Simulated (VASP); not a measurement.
Here is a VASP 6.6.1 calculation.

POSCAR

```
TiRe3
1.0
    3.9162753491      0.0000000000      0.0000000000
    0.0000000000      3.9162753491      0.0000000000
    0.0000000000      0.0000000000      3.9162753491
Ti Re
1 3
Direct
    0.0000000000      0.0000000000      0.0000000000
    0.0000000000      0.5000000000      0.5000000000
    0.5000000000      0.0000000000      0.5000000000
    0.5000000000      0.5000000000      0.0000000000
```

INCAR.step1

```
SYSTEM = TiRe3
PREC = Accurate ; ENCUT = 520
ISMEAR = 0 ; SIGMA = 0.1
LREAL = .FALSE. ; LASPH = .TRUE.
NELM = 100 ; NBANDS = 24
GGA = PE ; ALGO = Normal
EDIFF = 1E-4 ; LWAVE = .TRUE.
LCHARG = .FALSE.
```

Contents of INCAR.step2:

```
SYSTEM = TiRe3
PREC = Accurate ; ENCUT = 520
EDIFF = 1E-7 ; ISMEAR = 0
SIGMA = 0.1 ; LREAL = .FALSE.
LASPH = .TRUE. ; NELM = 100
ALGO = Normal ; ISIF = 2
LWAVE = .FALSE. ; LCHARG = .FALSE.
METAGGA = R2SCAN ; LMIXTAU = .TRUE.
NBANDS = 24 ; ISTART = 1
```

The input KPOINTS:

```
Automatic mesh
0
G
  4 4 4
  0 0 0
```

Potentials or basis: VASP PAW PBE potentials, release 64 (Ti_sv, Re).

Run with:

```bash
$ cat potpaw_PBE.64/Ti_sv/POTCAR potpaw_PBE.64/Re/POTCAR > POTCAR
$ cp INCAR.step1 INCAR
$ mpirun -np 1 vasp_std > vasp.out
$ cp INCAR.step2 INCAR
$ mpirun -np 1 vasp_std > vasp.out
```

**Question.** What does it give for the band gap on the k mesh?

**Answer.** Zero (an odd number of electrons rules out a gap without spin polarisation).

**Question.** What does it give for the pressure?

**Answer.** 0.1 GPa.

Caveat: the k points lie up to 0.40 Å⁻¹ apart, too coarse for converged energies and pressures of a metal; the PAW data sets were made with another functional, which shifts forces and pressure a little; spin-orbit coupling is left out, which moves the levels of the heavy elements.
